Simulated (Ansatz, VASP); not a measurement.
One calculation of Li27H26Br, two programs

```
Li Br H
1.0
     0.00000    6.11025    6.11025
     6.11025    0.00000    6.11025
     6.11025    6.11025    0.00000
Li Br H
27 1 26
Direct
  0.00000 0.00000 0.00000
  0.00000 0.00000 0.33333
  0.00000 0.00000 0.66667
  0.00000 0.33333 0.00000
  0.00000 0.33333 0.33333
  0.00000 0.33333 0.66667
  0.00000 0.66667 0.00000
  0.00000 0.66667 0.33333
  0.00000 0.66667 0.66667
  0.33333 0.00000 0.00000
  0.33333 0.00000 0.33333
  0.33333 0.00000 0.66667
  0.33333 0.33333 0.00000
  0.33333 0.33333 0.33333
  0.33333 0.33333 0.66667
  0.33333 0.66667 0.00000
  0.33333 0.66667 0.33333
  0.33333 0.66667 0.66667
  0.66667 0.00000 0.00000
  0.66667 0.00000 0.33333
  0.66667 0.00000 0.66667
  0.66667 0.33333 0.00000
  0.66667 0.33333 0.33333
  0.66667 0.33333 0.66667
  0.66667 0.66667 0.00000
  0.66667 0.66667 0.33333
  0.66667 0.66667 0.66667
  0.16667 0.16667 0.16667
  0.16667 0.16667 0.50000
  0.16667 0.16667 0.83333
  0.16667 0.50000 0.16667
  0.16667 0.50000 0.50000
  0.16667 0.50000 0.83333
  0.16667 0.83333 0.16667
  0.16667 0.83333 0.50000
  0.16667 0.83333 0.83333
  0.50000 0.16667 0.16667
  0.50000 0.16667 0.50000
  0.50000 0.16667 0.83333
  0.50000 0.50000 0.16667
  0.50000 0.50000 0.50000
  0.50000 0.50000 0.83333
  0.50000 0.83333 0.16667
  0.50000 0.83333 0.50000
  0.50000 0.83333 0.83333
  0.83333 0.16667 0.16667
  0.83333 0.16667 0.50000
  0.83333 0.16667 0.83333
  0.83333 0.50000 0.16667
  0.83333 0.50000 0.50000
  0.83333 0.50000 0.83333
  0.83333 0.83333 0.16667
  0.83333 0.83333 0.50000
  0.83333 0.83333 0.83333
```

Alike in both runs: task electric field gradients; functional PBE; k mesh 3 × 3 × 3; occupations fermi-dirac, width 0.01 eV; no spin polarisation.

|  | VASP | Ansatz |
| --- | --- | --- |
| version | VASP 6.6.1 | Ansatz 0.2.0 |
| potentials or method | VASP PAW PBE potentials, release 64 (Li_sv, Br, H) | plane-wave PAW, scalar-relativistic |
| plane-wave cutoff (eV) | 520 | 420 |
| valence electrons in the cell | 114 | 114 |

Ansatz gave:

* gap on the k mesh at the Fermi level (eV): 3.62
* rms of the force components (eV/Å): 0.519
* size of Vzz on the site where it differs most (V/Å²): 1.1

**Question.** Estimate VASP's values.

**Answer.** gap on the k mesh at the Fermi level (eV): 3.62; rms of the force components (eV/Å): 0.528; size of Vzz on the site where it differs most (V/Å²): 2.2.

Atom by atom the forces differ by 0.010 eV/Å (rms over components).

Noted on VASP's run: the cutoff is under 1.25 times that of the potentials, so the pressure is a little rough.
